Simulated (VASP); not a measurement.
Set up this calculation in VASP 6.6.1, as the native input.

- Task: single point
- Functional: RPBE
- Potentials or basis: VASP PAW PBE potentials, release 64 (Hf_pv)
- Cutoff: 520 eV
- k mesh: 10 × 10 × 5
- Occupations: gaussian, width 0.02 eV
- Spin: no spin polarisation
- Dipole correction: no
- Further INCAR settings: ALGO = Normal; EDIFF = 1e-07; NBANDS = 17

The structure of Hf lies in POSCAR:

```
Hf
1.0
    3.1967000000      0.0000000000      0.0000000000
   -1.5983500000      2.7684234083      0.0000000000
    0.0000000000      0.0000000000      5.0578000000
Hf
2
Direct
    0.6666666667      0.3333333333      0.7500000000
    0.3333333333      0.6666666667      0.2500000000
```

These files were run (other wordings do the same):

INCAR

```
ALGO = Normal
EDIFF = 1E-7
ENCUT = 520
GGA = RP
ISIF = 2
ISMEAR = 0
LASPH = T
LCHARG = F
LREAL = F
LWAVE = F
NBANDS = 17
NELM = 60
PREC = Accurate
SIGMA = 0.02
```

KPOINTS

```
k-points
0
Gamma
  10 10 5
```

Potentials or basis: VASP PAW PBE potentials, release 64 (Hf_pv).

Command:

```sh
$ cat potpaw_PBE.64/Hf_pv/POTCAR > POTCAR
$ mpirun -np 1 vasp_std > vasp.out
```

Results of the run:

The pressure is 3.0 GPa and the band gap on the k mesh is zero (band 10 reaches 6.22 eV, above the bottom of band 11 at 4.70 eV).

Caveat: the PAW data sets were made with another functional, which shifts forces and pressure a little; spin-orbit coupling is left out, which moves the levels of the heavy elements.

Run time: 25 s on 1 thread of AMD EPYC 7R13 Processor (Zen 3) (shared host), peak memory 0.14 GiB.
